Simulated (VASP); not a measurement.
Runs of VASP 6.6.1 on Zr3N4. The structure is that of space group I-43d (No. 220), or close to it. The cells are those of the table. 

```csv
task,spin,cell,gap on the mesh (eV),pressure (GPa),largest force (eV/Å)
electric field gradients,"non-collinear, zero start, SOC","a = 5.837 Å, angles 109.5°, 14 atoms",-,4.4,0.03
relaxation of the atoms,off,"atoms relaxed from a = 5.798 Å, angles 109.5°, 14 atoms",0.82,9.1,-
relaxation of the atoms,off,"atoms relaxed from a = 5.876 Å, angles 109.5°, 14 atoms",0.70,-0.1,-
relaxation of the atoms,off,"atoms relaxed from a = 5.758 Å, angles 109.5°, 14 atoms",(a),14.9,0.01
```

Alike in all rows: level PBE; potentials or basis VASP PAW PBE potentials, release 64 (Zr_sv, N); k mesh 6 × 6 × 6; cutoff (eV) 520; smearing fermi-dirac 0.02 eV.

Task: Fill in the values left out.

Result: (a) 0.89.

Caveats: the cell stands under pressure (at least some runs).

A k mesh can miss the band edges, and rows without SOC leave out spin-orbit coupling on Zr.
